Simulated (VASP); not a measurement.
Re: single point with PBE

Crystal: Re.

```
Re
1.0
    -1.95750    1.95750    0.00000
     0.00000    0.00000    3.91500
     1.95750    1.95750    0.00000
Re
2
Direct
  0.00000 0.00000 0.00000
  0.50000 0.50000 0.50000
```

This isn't the form of Re at room conditions, which is hcp.

```yaml
Program: VASP 6.6.1
Task: single point
Functional: PBE
Potentials_or_basis: VASP PAW PBE potentials, release 64 (Re)
Cutoff: 520 eV
k_mesh: 15 × 11 × 15
Occupations: fermi-dirac, width 0.08 eV
Spin: no spin polarisation
Dipole_correction: no
Further_INCAR_settings: ALGO = Normal; EDIFF = 1e-06; NBANDS = 14
```

The pressure is -0.5 GPa and the band gap on the k mesh is zero (bands 7 and 8 overlap by 5.01 eV).

Levels at points of the mesh, in eV from the Fermi level:
```tsv
k point	band 4	band 5	band 6	band 7	band 8	band 9	band 10	band 11
(0.00, 0.00, 0.00)	-1.86	-1.86	-1.86	1.23	1.24	2.72	3.66	4.43
```

Wall time 86 s on 1 thread of AMD EPYC 9755 128-Core Processor, on a shared host, peak memory 0.17 GiB.

Caveat: spin-orbit coupling is left out, which moves the levels of the heavy elements.
